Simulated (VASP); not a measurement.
# GaN (F-43m) in VASP: single point with PBEsol

Aim: the single point of GaN with PBEsol.

Everything below comes from runs of VASP 6.6.1. Logs are shortened: lines on timing, memory, paths and dates and some standing lists are left out, and cuts for length are marked.

### Step 1. The cell of the first run

It takes space group F-43m (No. 216, cubic). The conventional cell has a = 4.498 Å, b = 4.498 Å, c = 4.498 Å, α = 90.00°, β = 90.00°, γ = 90.00°. Within 2.6 Å of Ga (site symmetry -43m) lie 4 N at 1.95 Å. N (site symmetry -43m) has 4 Ga at 1.95 Å within 2.6 Å.

### Step 2. Single point, PBEsol

Input file INCAR:

```
SYSTEM = GaN
PREC = Accurate
ENCUT = 600
EDIFF = 1E-6
ISMEAR = 0
SIGMA = 0.02
LREAL = .False.
LASPH = .True.
NELM = 120
ALGO = Normal
ISIF = 2
LWAVE = .False.
LCHARG = .False.
GGA = PS
NBANDS = 16
GGA_COMPAT = .False.
```

Input file KPOINTS:

```
regular mesh
0
Gamma
  10 10 10
  0 0 0
```

Input file POSCAR:

```
GaN
1.0
    0.0000000000      2.2491509523      2.2491509523
    2.2491509523      0.0000000000      2.2491509523
    2.2491509523      2.2491509523      0.0000000000
Ga N
1 1
Direct
    0.0000000000      0.0000000000      0.0000000000
    0.2500000000      0.2500000000      0.2500000000
```

Potentials or basis: VASP PAW PBE potentials, release 64 (Ga_d, N).

Started as:

```
> cat potpaw_PBE.64/Ga_d/POTCAR potpaw_PBE.64/N/POTCAR > POTCAR
> mpirun -np 1 vasp_std > vasp.out
```

OUTCAR:

```text
SYSTEM = GaN
   PREC = Accurate
   ENCUT = 600
   EDIFF = 1E-6
   ISMEAR = 0
   LREAL = .False.
   LASPH = .True.
   NELM = 120
   ISIF = 2
   GGA = PS

 ion  position               nearest neighbor table
   1  0.000  0.000  0.000-   2 1.95   2 1.95   2 1.95   2 1.95
   2  0.250  0.250  0.250-   1 1.95   1 1.95   1 1.95   1 1.95

  LATTYP: Found a face centered cubic cell.
 ALAT       =     4.4983019046

  Lattice vectors:

 A1 = (   0.0000000000,   2.2491509523,   2.2491509523)
 A2 = (   2.2491509523,   0.0000000000,   2.2491509523)
 A3 = (   2.2491509523,   2.2491509523,   0.0000000000)

Analysis of symmetry for initial positions (statically):
=====================================================================
 Subroutine PRICEL returns:
 Original cell was already a primitive cell.

 Routine SETGRP: Setting up the symmetry group for a
 face centered cubic supercell.

 Subroutine GETGRP returns: Found 24 space group operations
 (whereof 24 operations were pure point group operations)
 out of a pool of 48 trial point group operations.

The static configuration has the point symmetry T_d .

Analysis of symmetry for dynamics (positions and initial velocities):
=====================================================================
 Subroutine PRICEL returns:
 Original cell was already a primitive cell.

 Routine SETGRP: Setting up the symmetry group for a
 face centered cubic supercell.

 Subroutine GETGRP returns: Found 24 space group operations
 (whereof 24 operations were pure point group operations)
 out of a pool of 48 trial point group operations.

The dynamic configuration has the point symmetry T_d .

 Subroutine INISYM returns: Found 24 space group operations
 (whereof 24 operations are pure point group operations),
 and found     1 'primitive' translations

----------------------------------------------------------------------------------------

                                     Primitive cell

  volume of cell :      22.7555

  direct lattice vectors                    reciprocal lattice vectors
     0.000000000  2.249150952  2.249150952    -0.222306110  0.222306110  0.222306110
     2.249150952  0.000000000  2.249150952     0.222306110 -0.222306110  0.222306110
     2.249150952  2.249150952  0.000000000     0.222306110  0.222306110 -0.222306110

  length of vectors
     3.180779781  3.180779781  3.180779781     0.385045478  0.385045478  0.385045478

  position of ions in fractional coordinates (direct lattice)
     0.000000000  0.000000000  0.000000000
     0.250000000  0.250000000  0.250000000

  ion indices of the primitive-cell ions
   primitive index   ion index
                 1           1
                 2           2

----------------------------------------------------------------------------------------

 KPOINTS: regular mesh

Automatic generation of k-mesh.
 Grid dimensions read from file:
 generate k-points for:   10   10   10

 Generating k-lattice:

  Cartesian coordinates                     Fractional coordinates (reciprocal lattice)
    -0.022230611  0.022230611  0.022230611     0.100000000  0.000000000  0.000000000
     0.022230611 -0.022230611  0.022230611     0.000000000  0.100000000  0.000000000
     0.022230611  0.022230611 -0.022230611     0.000000000  0.000000000  0.100000000

  Length of vectors
     0.038504548  0.038504548  0.038504548

  Shift w.r.t. Gamma in fractional coordinates (k-lattice)
     0.000000000  0.000000000  0.000000000

 Subroutine IBZKPT returns following result:
 ===========================================

 Found     47 irreducible k-points:

 Following reciprocal coordinates:
            Coordinates               Weight
  0.000000  0.000000  0.000000      1.000000
  0.100000  0.000000  0.000000      8.000000
  0.200000  0.000000  0.000000      8.000000
  0.300000  0.000000  0.000000      8.000000
  0.400000  0.000000  0.000000      8.000000
  0.500000  0.000000  0.000000      4.000000
[... 16 lines left out ...]
  0.300000  0.300000  0.000000      6.000000
  0.400000  0.300000  0.000000     24.000000
 [... further k-points ...]
   k-points           NKPTS =     47   k-points in BZ     NKDIM =     47   number of bands    NBANDS=     16
   number of dos      NEDOS =    301   number of ions     NIONS =      2
   total plane-waves  NPLWV =  21952
   dimension x,y,z NGX =    28 NGY =   28 NGZ =   28
   dimension x,y,z NGXF=    56 NGYF=   56 NGZF=   56
   ions per type =               1   1
   NGX,Y,Z   is equivalent  to a cutoff of  14.63, 14.63, 14.63 a.u.
   NGXF,Y,Z  is equivalent  to a cutoff of  29.27, 29.27, 29.27 a.u.
 SYSTEM =  GaN
   PREC   = accura    normal or accurate (medium, high low for compatibility)
   ISTART =      0    job   : 0-new  1-cont  2-samecut
   ICHARG =      2    charge: 1-file 2-atom 10-const
   ISPIN  =      1    spin polarized calculation?
   LNONCOLLINEAR =      F non collinear calculations
   LSORBIT =      F    spin-orbit coupling
   LASPH  =      T    aspherical Exc in radial PAW
   ENCUT  =  600.0 eV  44.10 Ry    6.64 a.u.   6.35  6.35  6.35*2*pi/ulx,y,z
   NELM   =    120;   NELMIN=  2; NELMDL= -5     # of ELM steps
   EDIFF  = 0.1E-05   stopping-criterion for ELM
   LREAL  =      F    real-space projection
   EDIFFG = 0.1E-04   stopping-criterion for IOM
   NSW    =      0    number of steps for IOM
   IBRION =     -1    ionic relax: 0-MD 1-quasi-New 2-CG
   NFREE  =      0    steps in history (QN), initial steepest desc. (CG)
   ISIF   =      2    stress and relaxation
   ISYM   =      2    0-nonsym 1-usesym 2-fastsym
   POTIM  = 0.5000    time-step for ionic-motion
   TEBEG  =    0.0;   TEEND  =   0.0 temperature during run
   PSTRESS=    0.0 pullay stress
   NELECT =      18.0000    total number of electrons
   NUPDOWN=      -1.0000    fix difference up-down
   EMIN   =  10.00;   EMAX   =-10.00  energy-range for DOS
   EFERMI =   0.00;   METHOD = LEGACY
   ISMEAR =     0;   SIGMA  =   0.02  broadening in eV -4-tet -1-fermi 0-gaus
   EFERMI_NEDOS =   21; number of points for ismear=-14 and -15
   IALGO  =     38    algorithm
   IMIX   =      4    mixing-type and parameters
     AMIX     =   0.40;   BMIX     =  1.00
     AMIX_MAG =   1.60;   BMIX_MAG =  1.00
  volume/ion in A,a.u.               =      11.38        76.78
  Fermi-wavevector in a.u.,A,eV,Ry     =   1.514039  2.861119 31.188827  2.292314
  Thomas-Fermi vector in A             =   2.623750
   LORBIT       =      0    0 simple, 1 ext, 2 COOP (PROOUT), +10 PAW based schemes
   GGA     = PS    functional components
   LHFCALC =     F    Hartree Fock is set to
   AEXX    =    0.0000 exact exchange contribution
   IVDW    =     0    specifies the selected vdW correction
   LEPSILON=     F    determine dielectric tensor
   LRPA    =     F    only Hartree local field effects (RPA)
 non-spin polarized calculation
 Gauss-broadening in eV      SIGMA  =   0.02
  energy-cutoff  :      600.00
  volume of cell :       22.76
 maximum number of plane-waves:       769
 NGX is ok and might be reduce to    28
   NGX = 13   NGY = 13   NGZ = 13

 number of electron      18.0000005 magnetization

 Free energy of the ion-electron system (eV)
  ---------------------------------------------------
  ext. energy  EPLUGINS =         0.00000000
  ---------------------------------------------------
  free energy    TOTEN  =       -13.12424757 eV

  energy without entropy =      -13.12424757  energy(sigma->0) =      -13.12424757

 E-fermi :   5.3744     XC(G=0): -11.9332

 val. band max:        5.2125721221   @ k =   0.0000   0.0000   0.0000
 cond. band min:       6.9326888092   @ k =   0.0000   0.0000   0.0000
 fundamental gap:      1.7201166871
 Fermi energy:         5.3744302290

 k-point     1 :       0.0000    0.0000    0.0000
  band No.  band energies     occupation
      1     -10.7700      2.00000
      2      -8.1961      2.00000
      3      -8.1961      2.00000
      4      -8.1961      2.00000
      5      -7.8650      2.00000
      6      -7.8650      2.00000
[... 8 lines left out ...]
     15      23.9484      0.00000
     16      23.9484      0.00000

 k-point     2 :       0.1000    0.0000    0.0000
  band No.  band energies     occupation
      1     -10.6558      2.00000
      2      -8.1820      2.00000
      3      -8.1820      2.00000
      4      -8.1590      2.00000
      5      -7.8664      2.00000
      6      -7.8664      2.00000
[... 8 lines left out ...]
     15      22.6700      0.00000
     16      22.6700      0.00000

 k-point     3 :       0.2000    0.0000    0.0000
  band No.  band energies     occupation
      1     -10.3662      2.00000
      2      -8.1495      2.00000
      3      -8.1495      2.00000
      4      -8.0013      2.00000
      5      -7.8653      2.00000
      6      -7.8653      2.00000
[... 8 lines left out ...]
     15      21.9039      0.00000
     16      21.9039      0.00000

 k-point     4 :       0.3000    0.0000    0.0000
  band No.  band energies     occupation
      1     -10.0538      2.00000
      2      -8.1206      2.00000
      3      -8.1206      2.00000
      4      -7.8514      2.00000
      5      -7.8514      2.00000
      6      -7.6079      2.00000
[... 8 lines left out ...]
     15      22.3967      0.00000
     16      22.3967      0.00000
[... 324 lines left out ...]
 k-point    22 :      -0.2000    0.2000    0.0000
  band No.  band energies     occupation
      1      -9.9580      2.00000
      2      -8.1043      2.00000
      3      -8.0886      2.00000
      4      -7.8884      2.00000
      5      -7.8810      2.00000
      6      -7.4284      2.00000
[... 8 lines left out ...]
     15      22.4993      0.00000
     16      25.6855      0.00000

 k-point    23 :       0.3000    0.3000    0.0000
  band No.  band energies     occupation
      1      -9.8666      2.00000
      2      -8.0482      2.00000
      3      -8.0003      2.00000
      4      -8.0003      2.00000
      5      -7.8132      2.00000
      6      -7.4175      2.00000
[... 8 lines left out ...]
     15      27.2251      0.00000
     16      27.6488      0.00000

 k-point    24 :       0.4000    0.3000    0.0000
  band No.  band energies     occupation
      1      -9.7410      2.00000
      2      -8.0661      2.00000
      3      -7.9652      2.00000
      4      -7.9643      2.00000
      5      -7.8027      2.00000
      6      -6.9572      2.00000
[... 8 lines left out ...]
     15      27.5000      0.00000
     16      27.6084      0.00000

 [... further k-points ...]
[... 5 lines left out ...]
  --------------------------------------------------------------------------------------
  -------------------------------------------------------------------------------------
  Total       -0.0577825     -0.0577825     -0.0577825     -0.0000000      0.0000000     -0.0000000
  in kB       -4.0683759     -4.0683759     -4.0683759     -0.0000000      0.0000000     -0.0000000
  external PRESSURE =      -4.0683759 kB  Pullay stress =       0.0000000 kB

 VOLUME and BASIS-vectors are now :
 -----------------------------------------------------------------------------
  energy-cutoff  :      600.00
  volume of cell :       22.76
      direct lattice vectors                 reciprocal lattice vectors
     0.000000000  2.249150952  2.249150952    -0.222306110  0.222306110  0.222306110
     2.249150952  0.000000000  2.249150952     0.222306110 -0.222306110  0.222306110
     2.249150952  2.249150952  0.000000000     0.222306110  0.222306110 -0.222306110

 POSITION                                       TOTAL-FORCE (eV/Angst)
 -----------------------------------------------------------------------------------
      0.00000      0.00000      0.00000        -0.000000     -0.000000     -0.000000
      1.12458      1.12458      1.12458         0.000000      0.000000      0.000000
 -----------------------------------------------------------------------------------
    total drift:                                0.000000      0.000000      0.000000

  FREE ENERGIE OF THE ION-ELECTRON SYSTEM (eV)
  ---------------------------------------------------
  free  energy   TOTEN  =       -13.1242475651 eV

  energy  without entropy=      -13.1242475651  energy(sigma->0) =      -13.12424757
```

Run time: 50 s. Hardware: 1 thread of AMD EPYC 7R43 (Zen 3), shared host; peak memory 0.13 GiB.

What came out:

```yaml
Free_energy: -13.1242 eV
Pressure: -0.4 GPa
Band_gap_on_the_k_mesh: 1.72 eV
```

Caveat: the PAW data sets were made with another functional, which shifts forces and pressure a little.
